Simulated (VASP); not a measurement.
Crystal: NbTe7.

```
Nb Te
1.0
     6.16808    0.00000    0.00000
    -3.08404    5.34171    0.00000
     0.00000    0.00000    7.61606
Nb Te
1 7
Direct
  0.00000 0.00000 0.50000
  0.50000 0.00000 0.50000
  0.00000 0.50000 0.50000
  0.50000 0.50000 0.50000
  0.33333 0.66667 0.85300
  0.66667 0.33333 0.14700
  0.00000 0.00000 0.17386
  0.00000 0.00000 0.82614
```

The cell was built from a structure type or drawn by symmetry, and may not be a known phase.

```yaml
Program: VASP 6.6.1
Task: relaxation of cell and atoms
Functional: PBE
Potentials_or_basis: VASP PAW PBE potentials, release 64 (Nb_sv, Te)
Cutoff: 600 eV
k_mesh: 3 × 3 × 2
Occupations: gaussian, width 0.2 eV
Spin: no spin polarisation
```

At the start: pressure 5.5 GPa; volume 31.37 Å³/atom.

**Question.** How do energy, volume and symmetry change on relaxing?

**Answer.** Over 13 steps the energy falls by 165.0 meV/atom and the volume is 37.65 Å³/atom (+20.0 %); space group P-3m1 (No. 164, to 0.1 Å) before and after.

Step by step:
```
step  energy change (eV)  largest force (eV/Å)  pressure (GPa)  volume (Å³)
   1              0.0000                0.9120            5.50       250.93
   2             -0.4059                1.4104           -2.20       292.05
   3             -0.4902                1.2976           -0.35       278.64
   4             -0.6853                1.2847           -0.24       282.31
   5             -0.8142                1.1480            0.24       287.21
   6             -0.9316                0.9912            0.08       289.74
   7             -1.1945                0.6061           -0.16       297.39
   8             -1.1790                0.8827            0.24       313.08
   9             -1.2934                0.1040           -0.11       304.27
  10             -1.2944                0.1495           -0.08       305.07
  11             -1.3125                0.1580           -0.23       304.37
  12             -1.3161                0.1686           -0.32       303.88
  13             -1.3198                0.0284            0.10       301.19
```

Final structure:
```
Nb Te
1.0
     6.51889    0.00000    0.00000
    -3.25944    5.64552    0.00000
     0.00000    0.00000    8.18396
Nb Te
1 7
Direct
  0.00000 0.00000 0.50000
  0.50000 0.00000 0.50000
  0.00000 0.50000 0.50000
  0.50000 0.50000 0.50000
  0.33333 0.66667 0.78755
  0.66667 0.33333 0.21245
  0.00000 0.00000 0.18266
  0.00000 0.00000 0.81734
```

Caveat: the k points lie up to 0.38 Å⁻¹ apart in the final cell, too coarse for converged energies and pressures of a metal; the volume moved by over 15 % at a fixed basis, so the end points are rough.
